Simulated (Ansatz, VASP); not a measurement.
**HfN in VASP and in Ansatz**

Contents of POSCAR:

```
HfN
1.0
    0.0000000000      2.2815900000      2.2590000000
    2.2364100000      0.0000000000      2.2590000000
    2.2364100000      2.2815900000      0.0000000000
Hf N
1 1
Direct
    0.0000000000      0.0000000000      0.0000000000
    0.5000000000      0.5000000000      0.5000000000
```

File INCAR.step1:

```
SYSTEM = HfN
PREC = Accurate ; ENCUT = 520
ISMEAR = 0 ; SIGMA = 0.15
LREAL = .FALSE. ; LASPH = .TRUE.
NELM = 100 ; NBANDS = 14
GGA = PE ; ALGO = Normal
EDIFF = 1E-4 ; LWAVE = .TRUE.
LCHARG = .FALSE.
```

Contents of INCAR.step2:

```
SYSTEM = HfN
PREC = Accurate ; ENCUT = 520
EDIFF = 1E-7 ; ISMEAR = 0
SIGMA = 0.15 ; LREAL = .FALSE.
LASPH = .TRUE. ; NELM = 100
ALGO = Normal ; ISIF = 2
LWAVE = .FALSE. ; LCHARG = .FALSE.
METAGGA = R2SCAN ; LMIXTAU = .TRUE.
NBANDS = 14 ; ISTART = 1
```

File KPOINTS:

```
regular mesh
0
G
  18 18 18
  0 0 0
```

Input for Ansatz:

```yaml
crystal:
  lattice:
    - [0.0, 2.28159, 2.259]
    - [2.23641, 0.0, 2.259]
    - [2.23641, 2.28159, 0.0]
  atoms:
    - { symbol: Hf, position: [0.0, 0.0, 0.0] }
    - { symbol: "N", position: [0.5, 0.5, 0.5] }
basis:
  ecutwfc: 500
kpoints:
  mp_grid: { grid: [18, 18, 18] }
hamiltonian:
  xc: r2scan
scf:
  occupations: { method: gaussian, width: 0.15 }
output:
  forces: true
  stress: true
  eigenvalues: true
  write_density: true
  write_potential: true
  elf: true
  volumetric_format: npy
```

Change from the starting cell: strain -0.0100 x Voigt [1, -1, 0, 0, 0, 0], atoms carried along.

Alike in both runs: task single point; functional r2SCAN; k mesh 18 × 18 × 18; occupations gaussian, width 0.15 eV; no spin polarisation.

|  | VASP | Ansatz |
| --- | --- | --- |
| version | VASP 6.6.1 | Ansatz 0.2.0 |
| potentials or method | VASP PAW PBE potentials, release 64 (Hf_pv, N), cutoff 520 eV | scalar-relativistic, plane waves, PAW |
| valence electrons in the cell | 15 | 31 |

```csv
,VASP,Ansatz,Ansatz less VASP
gap on the k mesh at the Fermi level (eV),none,none,-
pressure (GPa),-1.0,1.6,+2.68
"traceless stress, the component that is largest in VASP (GPa)",4.86,4.95,+0.094
```

VASP's potentials were made for PBE, not for r2SCAN. A gap of «none» marks a metal or a gap that the smearing closes. VASP's potentials hold 15 valence electrons a cell and Ansatz's 31, so a difference there can come from the potentials and not from the codes.

Neither program's run includes spin-orbit coupling.
